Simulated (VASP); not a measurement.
Write the native input for VASP 6.6.1 that does the following.

```
Task                   : relaxation of cell and atoms
Functional             : LDA
Potentials or basis    : VASP PAW LDA potentials, release 64 (Ga_d, As)
Cutoff                 : 600 eV
k mesh                 : 12 × 12 × 12
Occupations            : gaussian, width 0.01 eV
Spin                   : no spin polarisation
Dipole correction      : no
Further INCAR settings : ALGO = Normal; EDIFF = 1e-06; IBRION = 2; EDIFFG = -0.001; NSW = 80; ISIF = 3
```

The structure of GaAs lies in POSCAR:

```
GaAs
1.0
    0.0000000000      2.8015378572      2.8015378572
    2.8015378572      0.0000000000      2.8015378572
    2.8015378572      2.8015378572      0.0000000000
Ga As
1 1
Direct
    0.0000000000      0.0000000000      0.0000000000
    0.7500000000      0.7500000000      0.7500000000
```

One way to write it, as run:

INCAR

```
  PREC = Accurate
  ENCUT = 600
  EDIFF = 1E-6
  ISMEAR = 0
  SIGMA = 0.01
  LREAL = F
  LASPH = T
  NELM = 60
  ALGO = Normal
  ISIF = 3
  LWAVE = F
  LCHARG = F
  IBRION = 2
  NSW = 80
  EDIFFG = -0.001
```

KPOINTS

```
regular mesh
0
Gamma
  12 12 12
```

Potentials or basis: VASP PAW LDA potentials, release 64 (Ga_d, As).

Command:

```bash
$ cat potpaw_LDA.64/Ga_d/POTCAR potpaw_LDA.64/As/POTCAR > POTCAR
$ mpirun -np 1 vasp_std > vasp.out
```

Results of the run:

* Relaxed volume: 22.07 Å³/atom
* Relaxed cell: a = 3.967 Å, b = 3.967 Å, c = 3.967 Å, α = 60.00°, β = 60.00°, γ = 60.00°
* Space group after relaxing (to 0.1 Å): F-43m (No. 216)
* Energy gained by relaxing: 0.1 meV/atom
* Ionic steps: 7
* Pressure after relaxing: 0.0 GPa
* Band gap on the k mesh: 0.51 eV

Run time: 2.6 min on 1 thread of Intel Xeon 8259CL, with other jobs on the host, peak memory 0.2 GiB.
